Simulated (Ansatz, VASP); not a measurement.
# One calculation of In, two programs

Contents of INCAR:

```
SYSTEM = In
PREC = Accurate
ENCUT = 520
EDIFF = 1E-7
ISMEAR = 0
SIGMA = 0.15
LREAL = .False.
LASPH = .True.
NELM = 80
ALGO = Fast
ISIF = 2
LWAVE = .False.
LCHARG = .False.
GGA = CA
NBANDS = 12
```

File KPOINTS:

```
Automatic mesh
0
Gamma
  22 22 22
  0 0 0
```

The input POSCAR:

```
In
1.0
   -1.6177040345      1.6177040345      2.2518440160
    1.6177040345     -1.6177040345      2.2518440160
    1.6177040345      1.6177040345     -2.2518440160
In
1
Direct
    0.0000000000      0.0000000000      0.0000000000
```

Input for Ansatz:

```yaml
crystal:
  lattice:
    - [-1.6177040345, 1.6177040345, 2.251844016]
    - [1.6177040345, -1.6177040345, 2.251844016]
    - [1.6177040345, 1.6177040345, -2.251844016]
  atoms:
    - { symbol: In, position: [0.0, 0.0, 0.0] }
basis:
  ecutwfc: 420
kpoints:
  mp_grid: { grid: [22, 22, 22] }
hamiltonian:
  xc: lda
  pseudopotentials: { kind: paw }
scf:
  occupations: { method: gaussian, width: 0.15 }
output:
  forces: true
  stress: true
  eigenvalues: true
```

Alike in both runs: task single point; functional LDA; k mesh 22 × 22 × 22; occupations gaussian, width 0.15 eV; no spin polarisation.

|  | VASP | Ansatz |
| --- | --- | --- |
| version | VASP 6.6.1 | Ansatz 0.2.0 |
| potentials or method | VASP PAW LDA potentials, release 64 (In_d), cutoff 520 eV | scalar-relativistic, plane waves, PAW |
| valence electrons in the cell | 13 | 13 |

```tsv
	VASP	Ansatz	Ansatz less VASP
gap on the k mesh at the Fermi level (eV)	none	none	-
pressure (GPa)	2.5	2.4	-0.07
traceless stress, the component that is largest in VASP (GPa)	-0.16	-0.17	-0.014
```

LDA's correlation is that of Perdew and Zunger in VASP and of Perdew and Wang (1992) in Ansatz. A gap of «none» marks a metal or a gap that the smearing closes.
